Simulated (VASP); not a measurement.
# BaTiO3 (Pm-3m) in VASP: notebook

BaTiO3 is run at these levels: PBEsol, PBE, revPBE, RPBE, r2SCAN; tasks: single point.

All numbers are computed with VASP 6.6.1; they aren't measurements. Logs are shortened: lines on timing, memory, paths and dates and some standing lists are left out, and cuts for length are marked.

### Step 1. The cell of the first run

The structure is cubic, space group Pm-3m (No. 221). Conventional cell: a = 4.006 Å, b = 4.006 Å, c = 4.006 Å, α = 90.00°, β = 90.00°, γ = 90.00°. Ba (site symmetry m-3m) has 12 O at 2.83 Å and 8 Ti at 3.47 Å within 3.7 Å. Within 2.7 Å of Ti (site symmetry m-3m) lie 6 O at 2.00 Å. Within 2.7 Å of O (site symmetry 4/mmm) lie 2 Ti at 2.00 Å.

### Step 2. Single point, PBEsol

Input file INCAR:

```
  ALGO = Normal
  EDIFF = 1E-6
  ENCUT = 520
  GGA = PS
  ISIF = 2
  ISMEAR = 0
  LASPH = True
  LCHARG = True
  LELF = True
  LREAL = False
  LVHAR = True
  LWAVE = False
  NBANDS = 28
  NELM = 100
  PREC = Accurate
  SIGMA = 0.01
```

Input file KPOINTS:

```
Automatic mesh
0
Gamma
  4 4 4
  0.5 0.5 0.5
```

Input file POSCAR:

```
BaTiO3
1.0
    4.0060000000      0.0000000000      0.0000000000
    0.0000000000      4.0060000000      0.0000000000
    0.0000000000      0.0000000000      4.0060000000
Ba Ti O
1 1 3
Direct
    0.5000000000      0.5000000000      0.5000000000
    0.0000000000      0.0000000000      0.0000000000
    0.5000000000      0.0000000000      0.0000000000
    0.0000000000      0.5000000000      0.0000000000
    0.0000000000      0.0000000000      0.5000000000
```

Potentials or basis: VASP PAW PBE potentials, release 64 (Ba_sv, Ti_sv, O).

The run is started by

```bash
$ cat potpaw_PBE.64/Ba_sv/POTCAR potpaw_PBE.64/Ti_sv/POTCAR potpaw_PBE.64/O/POTCAR > POTCAR
$ mpirun -np 1 vasp_std > vasp.out
```

OUTCAR:

```text
EDIFF = 1E-6
   ENCUT = 520
   GGA = PS
   ISIF = 2
   ISMEAR = 0
   LASPH = True
   LREAL = False
   NELM = 100
   PREC = Accurate

 ion  position               nearest neighbor table
   1  0.500  0.500  0.500-   3 2.83   4 2.83   5 2.83   3 2.83   4 2.83   3 2.83   5 2.83   3 2.83
                             4 2.83   5 2.83   4 2.83   5 2.83   2 3.47   2 3.47   2 3.47   2 3.47
   2  0.000  0.000  0.000-   3 2.00   4 2.00   5 2.00   5 2.00   4 2.00   3 2.00   1 3.47   1 3.47
                             1 3.47   1 3.47   1 3.47   1 3.47   1 3.47   1 3.47
   3  0.500  0.000  0.000-   2 2.00   2 2.00   1 2.83   1 2.83   1 2.83   1 2.83
   4  0.000  0.500  0.000-   2 2.00   2 2.00   1 2.83   1 2.83   1 2.83   1 2.83
   5  0.000  0.000  0.500-   2 2.00   2 2.00   1 2.83   1 2.83   1 2.83   1 2.83

  LATTYP: Found a simple cubic cell.
 ALAT       =     4.0060000000

  Lattice vectors:

 A1 = (   4.0060000000,   0.0000000000,   0.0000000000)
 A2 = (   0.0000000000,   4.0060000000,   0.0000000000)
 A3 = (   0.0000000000,   0.0000000000,   4.0060000000)

Analysis of symmetry for initial positions (statically):
=====================================================================
 Subroutine PRICEL returns:
 Original cell was already a primitive cell.

 Routine SETGRP: Setting up the symmetry group for a
 simple cubic supercell.

 Subroutine GETGRP returns: Found 48 space group operations
 (whereof 48 operations were pure point group operations)
 out of a pool of 48 trial point group operations.

The static configuration has the point symmetry O_h .

Analysis of symmetry for dynamics (positions and initial velocities):
=====================================================================
 Subroutine PRICEL returns:
 Original cell was already a primitive cell.

 Routine SETGRP: Setting up the symmetry group for a
 simple cubic supercell.

 Subroutine GETGRP returns: Found 48 space group operations
 (whereof 48 operations were pure point group operations)
 out of a pool of 48 trial point group operations.

The dynamic configuration has the point symmetry O_h .

 Subroutine INISYM returns: Found 48 space group operations
 (whereof 48 operations are pure point group operations),
 and found     1 'primitive' translations

----------------------------------------------------------------------------------------

                                     Primitive cell

  volume of cell :      64.2884

  direct lattice vectors                    reciprocal lattice vectors
     4.006000000  0.000000000  0.000000000     0.249625562  0.000000000  0.000000000
     0.000000000  4.006000000  0.000000000     0.000000000  0.249625562  0.000000000
     0.000000000  0.000000000  4.006000000     0.000000000  0.000000000  0.249625562

  length of vectors
     4.006000000  4.006000000  4.006000000     0.249625562  0.249625562  0.249625562

  position of ions in fractional coordinates (direct lattice)
     0.500000000  0.500000000  0.500000000
     0.000000000  0.000000000  0.000000000
     0.500000000  0.000000000  0.000000000
     0.000000000  0.500000000  0.000000000
     0.000000000  0.000000000  0.500000000

  ion indices of the primitive-cell ions
   primitive index   ion index
                 1           1
                 2           2
                 3           3
                 4           4
                 5           5

----------------------------------------------------------------------------------------

 KPOINTS: Automatic mesh

Automatic generation of k-mesh.
 Grid dimensions read from file:
 generate k-points for:    4    4    4

 Generating k-lattice:

  Cartesian coordinates                     Fractional coordinates (reciprocal lattice)
     0.062406390  0.000000000  0.000000000     0.250000000  0.000000000  0.000000000
     0.000000000  0.062406390  0.000000000     0.000000000  0.250000000  0.000000000
     0.000000000  0.000000000  0.062406390     0.000000000  0.000000000  0.250000000

  Length of vectors
     0.062406390  0.062406390  0.062406390

  Shift w.r.t. Gamma in fractional coordinates (k-lattice)
     0.500000000  0.500000000  0.500000000

 Subroutine IBZKPT returns following result:
 ===========================================

 Found      4 irreducible k-points:

 Following reciprocal coordinates:
            Coordinates               Weight
  0.125000  0.125000  0.125000      8.000000
  0.375000  0.125000  0.125000     24.000000
  0.375000  0.375000  0.125000     24.000000
  0.375000  0.375000  0.375000      8.000000
   k-points           NKPTS =      4   k-points in BZ     NKDIM =      4   number of bands    NBANDS=     28
   number of dos      NEDOS =    301   number of ions     NIONS =      5
   total plane-waves  NPLWV =  27000
   dimension x,y,z NGX =    30 NGY =   30 NGZ =   30
   dimension x,y,z NGXF=    60 NGYF=   60 NGZF=   60
   ions per type =               1   1   3
   NGX,Y,Z   is equivalent  to a cutoff of  12.45, 12.45, 12.45 a.u.
   NGXF,Y,Z  is equivalent  to a cutoff of  24.90, 24.90, 24.90 a.u.
 SYSTEM =  unknown system
   PREC   = accura    normal or accurate (medium, high low for compatibility)
   ISTART =      0    job   : 0-new  1-cont  2-samecut
   ICHARG =      2    charge: 1-file 2-atom 10-const
   ISPIN  =      1    spin polarized calculation?
   LNONCOLLINEAR =      F non collinear calculations
   LSORBIT =      F    spin-orbit coupling
   LASPH  =      T    aspherical Exc in radial PAW
   ENCUT  =  520.0 eV  38.22 Ry    6.18 a.u.   7.45  7.45  7.45*2*pi/ulx,y,z
   NELM   =    100;   NELMIN=  2; NELMDL= -5     # of ELM steps
   EDIFF  = 0.1E-05   stopping-criterion for ELM
   LREAL  =      F    real-space projection
   EDIFFG = 0.1E-04   stopping-criterion for IOM
   NSW    =      0    number of steps for IOM
   IBRION =     -1    ionic relax: 0-MD 1-quasi-New 2-CG
   NFREE  =      0    steps in history (QN), initial steepest desc. (CG)
   ISIF   =      2    stress and relaxation
   ISYM   =      2    0-nonsym 1-usesym 2-fastsym
   POTIM  = 0.5000    time-step for ionic-motion
   TEBEG  =    0.0;   TEEND  =   0.0 temperature during run
   PSTRESS=    0.0 pullay stress
   NELECT =      40.0000    total number of electrons
   NUPDOWN=      -1.0000    fix difference up-down
   EMIN   =  10.00;   EMAX   =-10.00  energy-range for DOS
   EFERMI =   0.00;   METHOD = LEGACY
   ISMEAR =     0;   SIGMA  =   0.01  broadening in eV -4-tet -1-fermi 0-gaus
   EFERMI_NEDOS =   21; number of points for ismear=-14 and -15
   IALGO  =     38    algorithm
   IMIX   =      4    mixing-type and parameters
     AMIX     =   0.40;   BMIX     =  1.00
     AMIX_MAG =   1.60;   BMIX_MAG =  1.00
  volume/ion in A,a.u.               =      12.86        86.77
  Fermi-wavevector in a.u.,A,eV,Ry     =   1.397603  2.641087 26.576187  1.953295
  Thomas-Fermi vector in A             =   2.520843
   LORBIT       =      0    0 simple, 1 ext, 2 COOP (PROOUT), +10 PAW based schemes
   GGA     = PS    functional components
   LHFCALC =     F    Hartree Fock is set to
   AEXX    =    0.0000 exact exchange contribution
   IVDW    =     0    specifies the selected vdW correction
   LEPSILON=     F    determine dielectric tensor
   LRPA    =     F    only Hartree local field effects (RPA)
 non-spin polarized calculation
 Gauss-broadening in eV      SIGMA  =   0.01
  energy-cutoff  :      520.00
  volume of cell :       64.29
 maximum number of plane-waves:      1735
 NGX is ok and might be reduce to    30
   NGX = 15   NGY = 15   NGZ = 15

 number of electron      39.9999976 magnetization

 Free energy of the ion-electron system (eV)
  ---------------------------------------------------
  ext. energy  EPLUGINS =         0.00000000
  ---------------------------------------------------
  free energy    TOTEN  =       -41.98801895 eV

  energy without entropy =      -41.98801895  energy(sigma->0) =      -41.98801895

 E-fermi :   3.6355     XC(G=0): -11.5037

 val. band max:        3.4887984589   @ k =   0.3750   0.3750   0.3750
 cond. band min:       5.8855325780   @ k =   0.1250   0.1250   0.1250
 fundamental gap:      2.3967341191
 Fermi energy:         3.6354989643

 k-point     1 :       0.1250    0.1250    0.1250
  band No.  band energies     occupation
      1     -52.6929      2.00000
      2     -29.0240      2.00000
      3     -29.0234      2.00000
      4     -29.0234      2.00000
      5     -21.0461      2.00000
      6     -13.1260      2.00000
[... 20 lines left out ...]
     27       9.4292      0.00000
     28      11.5165      0.00000

 k-point     2 :       0.3750    0.1250    0.1250
  band No.  band energies     occupation
      1     -52.6922      2.00000
      2     -29.0609      2.00000
      3     -29.0221      2.00000
      4     -29.0219      2.00000
      5     -20.9685      2.00000
      6     -13.1913      2.00000
[... 20 lines left out ...]
     27      11.1106      0.00000
     28      12.2654      0.00000

 k-point     3 :       0.3750    0.3750    0.1250
  band No.  band energies     occupation
      1     -52.6915      2.00000
      2     -29.0588      2.00000
      3     -29.0584      2.00000
      4     -29.0205      2.00000
      5     -20.9104      2.00000
      6     -12.8692      2.00000
[... 20 lines left out ...]
     27      11.8536      0.00000
     28      12.5083      0.00000

 k-point     4 :       0.3750    0.3750    0.3750
  band No.  band energies     occupation
      1     -52.6907      2.00000
      2     -29.0570      2.00000
      3     -29.0567      2.00000
      4     -29.0567      2.00000
      5     -20.8598      2.00000
      6     -12.4927      2.00000
[... 20 lines left out ...]
     27      11.2325      0.00000
     28      11.2325      0.00000

------------------------ aborting loop because EDIFF is reached ----------------------------------------

  FORCE on cell =-STRESS in cart. coord.  units (eV):
  Direction    XX          YY          ZZ          XY          YZ          ZX
  --------------------------------------------------------------------------------------
  -------------------------------------------------------------------------------------
  Total       -1.1395263     -1.1395263     -1.1395263      0.0000000      0.0000000     -0.0000000
  in kB      -28.3989374    -28.3989374    -28.3989374      0.0000000      0.0000000     -0.0000000
  external PRESSURE =     -28.3989374 kB  Pullay stress =       0.0000000 kB

 VOLUME and BASIS-vectors are now :
 -----------------------------------------------------------------------------
  energy-cutoff  :      520.00
  volume of cell :       64.29
      direct lattice vectors                 reciprocal lattice vectors
     4.006000000  0.000000000  0.000000000     0.249625562  0.000000000  0.000000000
     0.000000000  4.006000000  0.000000000     0.000000000  0.249625562  0.000000000
     0.000000000  0.000000000  4.006000000     0.000000000  0.000000000  0.249625562

 POSITION                                       TOTAL-FORCE (eV/Angst)
 -----------------------------------------------------------------------------------
      2.00300      2.00300      2.00300         0.000000      0.000000      0.000000
      0.00000      0.00000      0.00000         0.000000      0.000000      0.000000
      2.00300      0.00000      0.00000         0.000000      0.000000      0.000000
      0.00000      2.00300      0.00000         0.000000      0.000000      0.000000
      0.00000      0.00000      2.00300         0.000000      0.000000      0.000000
 -----------------------------------------------------------------------------------
    total drift:                                0.000000     -0.000000      0.000000

  FREE ENERGIE OF THE ION-ELECTRON SYSTEM (eV)
  ---------------------------------------------------
  free  energy   TOTEN  =       -41.9880189457 eV

  energy  without entropy=      -41.9880189457  energy(sigma->0) =      -41.98801895
```

Run time: 12 s. Hardware: 1 thread of Intel Xeon Platinum 8259CL at 2.50GHz (Skylake/Cascade Lake), shared host; peak memory 0.16 GiB.

Results:

```
Free energy            : -41.9880 eV
Pressure               : -2.8 GPa
Band gap on the k mesh : 2.40 eV, indirect (least direct gap 2.70 eV)
```

Levels at points of the mesh, in eV from the valence-band top:
```
           k point  band 16  band 17  band 18  band 19  band 20  band 21  band 22  band 23  band 24  band 25
(0.12, 0.12, 0.12)    -1.59    -0.94    -0.78    -0.31    -0.31     2.40     2.47     2.47     4.77     4.77
```

Caveat: the PAW data sets were made with another functional, which shifts forces and pressure a little; spin-orbit coupling is left out, which moves the levels of the heavy elements.

### Step 3. Single point, PBE

Input file INCAR:

```
PREC     = Accurate       # precision mode
ENCUT    = 520            # plane-wave cutoff, eV
EDIFF    = 1E-6           # SCF threshold, eV
ISMEAR   = 0              # smearing method
SIGMA    = 0.01           # smearing width, eV
LREAL    = F              # projectors in reciprocal space
LASPH    = T              # aspherical terms in the spheres
NELM     = 100            # most SCF steps
ALGO     = Normal         # electronic algorithm
ISIF     = 2              # what is computed and relaxed
LWAVE    = F              # write WAVECAR
LCHARG   = F              # write CHGCAR
GGA      = PE             # functional
NBANDS   = 28             # bands
```

KPOINTS is that of step 2.

POSCAR is that of step 2.

Potentials or basis: VASP PAW PBE potentials, release 64 (Ba_sv, Ti_sv, O).

The run is started by

```bash
$ cat potpaw_PBE.64/Ba_sv/POTCAR potpaw_PBE.64/Ti_sv/POTCAR potpaw_PBE.64/O/POTCAR > POTCAR
$ mpirun -np 1 vasp_std > vasp.out
```

Run time: 12 s. Hardware: 1 thread of Intel Xeon Platinum 8259CL at 2.50GHz (Skylake/Cascade Lake), shared host; peak memory 0.16 GiB.

The run converged. Its results:

```yaml
Free_energy: -39.9852 eV
Pressure: 3.4 GPa
Band_gap_on_the_k_mesh: 2.43 eV, indirect (least direct gap 2.73 eV)
```

Levels at points of the mesh, in eV from the valence-band top:
```csv
k point,band 18,band 19,band 20,band 21,band 22,band 23
"(0.12, 0.12, 0.12)",-0.77,-0.31,-0.31,2.43,2.49,2.49
```

Caveat: spin-orbit coupling is left out, which moves the levels of the heavy elements. A k mesh can miss the band edges.

### Step 4. Single point, revPBE

Input file INCAR:

```
SYSTEM = BaTiO3
PREC = Accurate
ENCUT = 520
EDIFF = 1E-7
ISMEAR = 0
SIGMA = 0.01
LREAL = .FALSE.
LASPH = .TRUE.
NELM = 100
ALGO = Normal
ISIF = 2
LWAVE = .FALSE.
LCHARG = .FALSE.
GGA = RE
NBANDS = 28
```

KPOINTS is that of step 3.

POSCAR is that of step 3.

The run is started by

```bash
$ cat potpaw_PBE.64/Ba_sv/POTCAR potpaw_PBE.64/Ti_sv/POTCAR potpaw_PBE.64/O/POTCAR > POTCAR
$ mpirun -np 1 vasp_std > vasp.out
```

Run time: 12 s. Hardware: 1 thread of Intel Xeon Platinum 8259CL at 2.50GHz (Skylake/Cascade Lake), shared host; peak memory 0.17 GiB.

The run converged. Its results:

* Free energy: -38.1723 eV
* Pressure: 6.5 GPa
* Band gap on the k mesh: 2.45 eV, indirect (least direct gap 2.76 eV)

Levels at points of the mesh, in eV from the valence-band top:
```tsv
k point	band 16	band 17	band 18	band 19	band 20	band 21	band 22	band 23	band 24	band 25
(0.12, 0.12, 0.12)	-1.54	-0.91	-0.76	-0.31	-0.31	2.45	2.51	2.51	4.73	4.73
```

Caveat: the PAW data sets were made with another functional, which shifts forces and pressure a little; spin-orbit coupling is left out, which moves the levels of the heavy elements. A k mesh can miss the band edges.

[end of part 1 of 2]
